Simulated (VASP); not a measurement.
Cr: single point with PBE

Cr:

```xyz
4
Lattice="3.8035 0.0000 0.0000 -1.9017 3.2939 0.0000 0.0000 0.0000 4.4276" Properties=species:S:1:pos:R:3 pbc="T T T"
Cr    0.0000    0.0000    1.1069
Cr    0.0000    0.0000    3.3207
Cr    0.0000    2.1959    3.3207
Cr    1.9017    1.0980    1.1069
```

| Property | Result |
| --- | --- |
| Program | VASP 6.6.1 |
| Task | single point |
| Functional | PBE |
| Potentials or basis | VASP PAW PBE potentials, release 64 (Cr_pv) |
| Cutoff | 520 eV |
| k mesh | 6 × 6 × 2 |
| Occupations | gaussian, width 0.1 eV |
| Spin | no spin polarisation |

```json
{
  "Pressure": "0.2 GPa",
  "Band gap on the k mesh": "zero (band 24 reaches 8.40 eV, above the bottom of band 25 at 8.19 eV)"
}
```

Stress tensor (GPa, compression positive):
```
0.22 0.00 0.00
0.00 0.22 0.00
0.00 0.00 0.03
```

Levels at points of the mesh, in eV from the Fermi level:
| k point | band 21 | band 22 | band 23 | band 24 | band 25 | band 26 | band 27 | band 28 |
| --- | --- | --- | --- | --- | --- | --- | --- | --- |
| (0.00, 0.00, 0.00) | -0.68 | -0.67 | -0.67 | 0.05 | 0.05 | 0.51 | 0.51 | 0.59 |
| (0.50, 0.00, 0.00) | -1.27 | -1.20 | -0.68 | -0.49 | 0.54 | 1.11 | 1.32 | 2.26 |
| (0.00, 0.00, 0.50) | -0.37 | -0.37 | -0.37 | -0.37 | 0.43 | 0.43 | 0.43 | 0.43 |
| (0.50, 0.00, 0.50) | -1.38 | -1.38 | -0.87 | -0.87 | 0.33 | 0.33 | 1.86 | 1.86 |

Wall time 30 s on 1 thread of Intel(R) Xeon(R) Platinum 8259CL CPU @ 2.50GHz (Skylake/Cascade Lake), on a shared host, peak memory 0.17 GiB.

Caveat: the k points lie up to 0.71 Å⁻¹ apart; the run has no spin polarisation, though such a crystal can be magnetic. Spin polarisation is off, so any magnetic state and its effect on volume and gap are missing.
